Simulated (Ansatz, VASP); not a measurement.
One calculation of Sb, two programs

File INCAR:

```
SYSTEM = Sb
PREC = Accurate
ENCUT = 500
EDIFF = 1E-6
ISMEAR = -1
SIGMA = 0.08
LREAL = .FALSE.
LASPH = .TRUE.
NELM = 120
ALGO = Normal
ISIF = 2
LWAVE = .FALSE.
LCHARG = .FALSE.
GGA = PE
NBANDS = 12
GGA_COMPAT = .FALSE.
```

File KPOINTS:

```
Automatic mesh
0
G
  10 10 10
  0 0 0
```

File POSCAR:

```
Sb
1.0
    0.0000000000      2.7732142483      2.7732142483
    2.7732142483      0.0000000000      2.7732142483
    2.7732142483      2.7732142483      0.0000000000
Sb
2
Direct
   -0.1250000000     -0.1250000000     -0.1250000000
    0.1250000000      0.1250000000      0.1250000000
```

Input for Ansatz:

```yaml
crystal:
  lattice:
    - [0.0, 2.7732142483, 2.7732142483]
    - [2.7732142483, 0.0, 2.7732142483]
    - [2.7732142483, 2.7732142483, 0.0]
  atoms:
    - { symbol: Sb, position: [-0.125, -0.125, -0.125] }
    - { symbol: Sb, position: [0.125, 0.125, 0.125] }
kpoints:
  mp_grid: { grid: [10, 10, 10] }
scf:
  occupations: { method: fermi_dirac, width: 0.08 }
hamiltonian:
  xc: pbe
  pseudopotentials: { kind: paw }
output:
  forces: true
  stress: true
  eigenvalues: true
  populations: true
```

Change from the starting cell: volume scaled by 0.5, PAW files.

Alike in both runs: task single point; functional PBE; k mesh 10 × 10 × 10; occupations fermi-dirac, width 0.08 eV; no spin polarisation.

|  | VASP | Ansatz |
| --- | --- | --- |
| version | VASP 6.6.1 | Ansatz 0.2.0 |
| potentials or method | VASP PAW PBE potentials, release 64 (Sb) | PAW with Ansatz's default frozen-core files, scalar-relativistic |
| plane-wave cutoff (eV) | 500 | 420 |
| valence electrons in the cell | 10 | 30 |

|  | VASP | Ansatz | Ansatz less VASP |
| --- | --- | --- | --- |
| pressure (GPa) | 91.4 | 90.2 | -1.21 |

Both programs put the cell under a high pressure, so it lies far from rest at this level. The functional is the same, so the differences come from potentials, cutoffs and numerics. VASP's potentials hold 10 valence electrons a cell and Ansatz's 30, so a difference there can come from the potentials and not from the codes.

Spin-orbit coupling is off throughout. Noted on VASP's run: the cell as given lies far from equilibrium.
